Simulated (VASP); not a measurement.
Wanted: the native input for a VASP 6.6.1 run.

```yaml
Task: G0W0 quasiparticle levels
Functional: PBE
Potentials_or_basis: VASP PAW PBE potentials, release 64 (Ga_d_GW, N_GW)
Cutoff: 500 eV
k_mesh: 6 × 6 × 6
Occupations: gaussian, width 0.01 eV
Spin: no spin polarisation
Dipole_correction: no
GW_scheme: G0W0
GW_iterations: 1
Cutoff_of_the_response_function: 140
Frequency_points: 96
Empty_bands: 70
Further_INCAR_settings: ALGO = EVGW0; EDIFF = 1e-08; NBANDS = 79
```

Crystal: GaN.

```
Ga N
1.0
     0.00000    2.10852    2.10852
     2.10852    0.00000    2.10852
     2.10852    2.10852    0.00000
Ga N
1 1
Cartesian
  0.0000 0.0000 0.0000
  2.1085 2.1085 2.1085
```

One way to write it, as run:

POSCAR

```
GaN
1.0
    0.0000000000      2.1085152362      2.1085152362
    2.1085152362      0.0000000000      2.1085152362
    2.1085152362      2.1085152362      0.0000000000
Ga N
1 1
Direct
    0.0000000000      0.0000000000      0.0000000000
    0.5000000000      0.5000000000      0.5000000000
```

INCAR.step1

```
SYSTEM = GaN
PREC = Accurate
ENCUT = 500
EDIFF = 1E-8
ISMEAR = 0
SIGMA = 0.01
LREAL = .False.
LASPH = .True.
NELM = 100
ALGO = Normal
LWAVE = .True.
LCHARG = .False.
GGA = PE
```

INCAR.step2

```
SYSTEM = GaN
PREC = Accurate
ENCUT = 500
EDIFF = 1E-8
ISMEAR = 0
SIGMA = 0.01
LREAL = .False.
LASPH = .True.
NELM = 1
ALGO = Exact
LWAVE = .True.
LCHARG = .False.
GGA = PE
NBANDS = 79
LOPTICS = .True.
ISTART = 1
```

INCAR.step3

```
SYSTEM = GaN
PREC = Accurate
ENCUT = 500
EDIFF = 1E-8
ISMEAR = 0
SIGMA = 0.01
LREAL = .False.
LASPH = .True.
ALGO = EVGW0
LWAVE = .False.
LCHARG = .False.
GGA = PE
NELMGW = 1
NBANDS = 79
ENCUTGW = 140.0
NOMEGA = 96
PRECFOCK = Fast
ISTART = 1
NBANDSGW = 17
OMEGAMAX = 20
```

KPOINTS

```
regular mesh
0
Gamma
  6 6 6
  0 0 0
```

Potentials or basis: VASP PAW PBE potentials, release 64 (Ga_d_GW, N_GW).

Launch:

```bash
$ cat potpaw_PBE.64/Ga_d_GW/POTCAR potpaw_PBE.64/N_GW/POTCAR > POTCAR
$ cp INCAR.step1 INCAR
$ mpirun -np 1 vasp_std > vasp.out
$ cp INCAR.step2 INCAR
$ mpirun -np 1 vasp_std > vasp.out
$ cp INCAR.step3 INCAR
$ mpirun -np 1 vasp_std > vasp.out
```

It gave:

```
Quasiparticle gap                                   : 1.51 eV
Least direct quasiparticle gap                      : 3.85 eV
Band gap of the starting levels on the mesh         : 0.62 eV
Least direct gap of the starting levels on the mesh : 2.83 eV
```

Caveat: the k points lie up to 0.43 Å⁻¹ apart; bands, screening cutoff and mesh are small and nothing is extrapolated, so the quasiparticle values aren't converged; the structure was generated, so it needn't be the stable form of GaN.

Wall time 6.1 min on 1 thread of Intel(R) Xeon(R) 6975P-C (Granite Rapids), on a shared host, peak memory 0.37 GiB.
